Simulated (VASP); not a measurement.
Input of a VASP 6.6.1 run:

File INCAR:

```
SYSTEM = AlGa3N2
PREC = Accurate ; ENCUT = 520
EDIFF = 1E-6 ; ISMEAR = 0
SIGMA = 0.1 ; LREAL = .FALSE.
LASPH = .TRUE. ; NELM = 60
ALGO = Normal ; ISIF = 2
LWAVE = .FALSE. ; LCHARG = .FALSE.
GGA = PE ; NBANDS = 35
```

Contents of KPOINTS:

```
regular mesh
0
G
  6 6 2
  0 0 0
```

Contents of POSCAR:

```
AlGa3N2
1.0
    2.8991741262      0.0000000000      0.0000000000
    0.0000000000      2.8991741262      0.0000000000
    0.0000000000      0.0000000000     10.0611788085
Al Ga N
1 3 2
Direct
    0.5000000000      0.5000000000      0.5000000000
    0.0000000000      0.0000000000      0.0000000000
    0.0000000000      0.0000000000      0.7449933371
    0.0000000000      0.0000000000      0.2550066629
    0.5000000000      0.5000000000      0.6882550451
    0.5000000000      0.5000000000      0.3117449549
```

Potentials or basis: VASP PAW PBE potentials, release 64 (Al, Ga_d, N).

Command:

```bash
$ cat potpaw_PBE.64/Al/POTCAR potpaw_PBE.64/Ga_d/POTCAR potpaw_PBE.64/N/POTCAR > POTCAR
$ mpirun -np 1 vasp_std > vasp.out
```

Problem. Estimate the largest force.

Solution. 0.019 eV/Å.

Problem. What does it give for the pressure?

Solution. 0.1 GPa.

Problem. Predict the band gap on the k mesh.

Solution. Zero (band 26 reaches 6.43 eV, above the bottom of band 27 at 5.05 eV).

Forces on the atoms (eV/Å):
```
Al   0.000  0.000  0.000
Ga   0.000  0.000  0.000
Ga   0.000  0.000  0.012
Ga   0.000  0.000 -0.012
N    0.000  0.000 -0.019
N    0.000  0.000  0.019
```

Caveat: the k points lie up to 0.36 Å⁻¹ apart.
